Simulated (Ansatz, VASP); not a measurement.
# Au in VASP and in Ansatz

```xyz
1
Lattice="0.0000 2.1069 2.0762 2.1069 0.0000 2.0762 2.1069 2.1069 0.0000" Properties=species:S:1:pos:R:3 pbc="T T T"
Au    0.0000    0.0000    0.0000
```

Change from the starting cell: strain +0.030 along x and y, +0.015 along z, atoms carried along.

Alike in both runs: task single point; functional r2SCAN; k mesh 20 × 20 × 20; occupations gaussian, width 0.15 eV; no spin polarisation.

```csv
,VASP,Ansatz
version,VASP 6.6.1,Ansatz 0.2.0
potentials or method,"VASP PAW PBE potentials, release 64 (Au), cutoff 520 eV","scalar-relativistic, plane waves, PAW"
valence electrons in the cell,11,19
```

Ansatz gave:

```
gap on the k mesh at the Fermi level (eV)                     : none
pressure (GPa)                                                : -6.6
traceless stress, the component that is largest in VASP (GPa) : 0.21
```

Which values does VASP return?

gap on the k mesh at the Fermi level (eV): none; pressure (GPa): -6.4; traceless stress, the component that is largest in VASP (GPa): 0.21.

VASP's potentials were made for PBE, not for r2SCAN. A gap of «none» marks a metal or a gap that the smearing closes. VASP's potentials hold 11 valence electrons a cell and Ansatz's 19, so a difference there can come from the potentials and not from the codes.

Spin-orbit coupling is off throughout.
